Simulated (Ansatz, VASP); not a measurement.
**One calculation of LiNbO3, two programs**

Contents of INCAR:

```
SYSTEM = LiNbO3
  ALGO = Normal
  EDIFF = 1E-6
  ENCUT = 520
  GGA = PE
  ISIF = 2
  ISMEAR = 0
  LASPH = .True.
  LCHARG = .False.
  LREAL = .False.
  LWAVE = .False.
  NBANDS = 45
  NELM = 80
  PREC = Accurate
  SIGMA = 0.05
```

The input KPOINTS:

```
k-points
0
Gamma
  6 6 6
  0 0 0
```

The input POSCAR:

```
LiNbO3
1.0
    2.5948427099      1.4981331371      4.6721811297
   -2.5948427099      1.4981331371      4.6721811297
    0.0000000000     -2.9962662741      4.6721811297
Li Nb O
2 2 6
Direct
    0.2758159065      0.2409643840      0.3132036057
    0.7816289705      0.7816289705      0.7816289705
    0.0004207091      0.0004207091      0.0004207091
    0.5004207091      0.5004207091      0.5004207091
    0.1105883052      0.3579662670      0.7210657481
    0.7210657481      0.1105883052      0.3579662670
    0.3579662670      0.7210657481      0.1105883052
    0.2210657481      0.8579662670      0.6105883052
    0.8579662670      0.6105883052      0.2210657481
    0.6105883052      0.2210657481      0.8579662670
```

Input for Ansatz:

```yaml
crystal:
  lattice:
    - [2.5948427099, 1.4981331371, 4.6721811297]
    - [-2.5948427099, 1.4981331371, 4.6721811297]
    - [0.0, -2.9962662741, 4.6721811297]
  atoms:
    - { symbol: Li, position: [0.2758159065, 0.240964384, 0.3132036057] }
    - { symbol: Li, position: [0.7816289705, 0.7816289705, 0.7816289705] }
    - { symbol: Nb, position: [0.0004207091, 0.0004207091, 0.0004207091] }
    - { symbol: Nb, position: [0.5004207091, 0.5004207091, 0.5004207091] }
    - { symbol: O, position: [0.1105883052, 0.357966267, 0.7210657481] }
    - { symbol: O, position: [0.7210657481, 0.1105883052, 0.357966267] }
    - { symbol: O, position: [0.357966267, 0.7210657481, 0.1105883052] }
    - { symbol: O, position: [0.2210657481, 0.857966267, 0.6105883052] }
    - { symbol: O, position: [0.857966267, 0.6105883052, 0.2210657481] }
    - { symbol: O, position: [0.6105883052, 0.2210657481, 0.857966267] }
basis:
  ecutwfc: 420
kpoints:
  mp_grid: { grid: [6, 6, 6] }
hamiltonian:
  xc: pbe
scf:
  occupations: { method: gaussian, width: 0.05 }
output:
  forces: true
  stress: true
  eigenvalues: true
```

Alike in both runs: task single point; functional PBE; k mesh 6 × 6 × 6; occupations gaussian, width 0.05 eV; no spin polarisation.

|  | VASP | Ansatz |
| --- | --- | --- |
| version | VASP 6.6.1 | Ansatz 0.2.0 |
| potentials or method | VASP PAW PBE potentials, release 64 (Li_sv, Nb_sv, O), cutoff 520 eV | scalar-relativistic, plane waves, PAW |
| valence electrons in the cell | 68 | 68 |

Ansatz gave:

| Quantity | Value |
| --- | --- |
| gap on the k mesh at the Fermi level (eV) | 3.54 |
| least direct gap on the mesh (eV) | 3.56 |
| rms of the force components (eV/Å) | 0.165 |

**Question.** Which values does VASP return?

**Answer.** gap on the k mesh at the Fermi level (eV): 3.52; least direct gap on the mesh (eV): 3.55; rms of the force components (eV/Å): 0.169.

Atom by atom the forces differ by 0.010 eV/Å (rms over components). With one functional, cell and mesh, what is left measures potentials, basis and numerics.

Noted on VASP's run: the cutoff is short for stress, so the pressure is rough.
